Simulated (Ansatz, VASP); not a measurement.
**AlRu in VASP and in Ansatz**

Contents of INCAR:

```
  PREC = Accurate
  ENCUT = 520
  EDIFF = 1E-6
  ISMEAR = 0
  SIGMA = 0.1
  LREAL = F
  LASPH = T
  NELM = 60
  ALGO = Fast
  ISIF = 2
  LWAVE = F
  LCHARG = F
  GGA = PS
  NBANDS = 16
```

KPOINTS

```
regular mesh
0
Gamma
  12 12 12
```

POSCAR

```
AlRu
1.0
    3.0995369280     -0.0044874000     -0.0115475760
   -0.0044874000      3.0818864880     -0.0109193400
   -0.0115475760     -0.0109193400      3.0722834520
Al Ru
1 1
Direct
   -0.0096770959      0.0022730312     -0.0013136783
    0.5096770959      0.4977269688      0.5013136783
```

Input for Ansatz:

```yaml
crystal:
  lattice:
    - [3.099536928, -0.0044874, -0.011547576]
    - [-0.0044874, 3.081886488, -0.01091934]
    - [-0.011547576, -0.01091934, 3.072283452]
  atoms:
    - { symbol: Al, position: [-0.0096770959, 0.0022730312, -0.0013136783] }
    - { symbol: Ru, position: [0.5096770959, 0.4977269688, 0.5013136783] }
basis:
  ecutwfc: 420
kpoints:
  mp_grid: { grid: [12, 12, 12] }
hamiltonian:
  xc: pbesol
scf:
  occupations: { method: gaussian, width: 0.1 }
output:
  forces: true
  stress: true
  eigenvalues: true
  populations: true
```

Change from the starting cell: all atoms moved at random, cell strained at random.

Alike in both runs: task single point; functional PBEsol; k mesh 12 × 12 × 12; occupations gaussian, width 0.1 eV; no spin polarisation.

|  | VASP | Ansatz |
| --- | --- | --- |
| version | VASP 6.6.1 | Ansatz 0.2.0 |
| potentials or method | VASP PAW PBE potentials, release 64 (Al, Ru_pv), cutoff 520 eV | scalar-relativistic, plane waves, PAW |
| valence electrons in the cell | 17 | 19 |

Ansatz gave:

* gap on the k mesh at the Fermi level (eV): none
* pressure (GPa): -18.4
* traceless stress, the component that is largest in VASP (GPa): 0.76
* rms of the force components (eV/Å): 0.183

Task: Which values does VASP return?

Result: gap on the k mesh at the Fermi level (eV): none; pressure (GPa): -18.4; traceless stress, the component that is largest in VASP (GPa): 0.76; rms of the force components (eV/Å): 0.184.

VASP's potentials were made for PBE, not for PBEsol. Atom by atom the forces differ by 0.001 eV/Å (rms over components). A gap of «none» marks a metal or a gap that the smearing closes. VASP's potentials hold 17 valence electrons a cell and Ansatz's 19, so a difference there can come from the potentials and not from the codes.
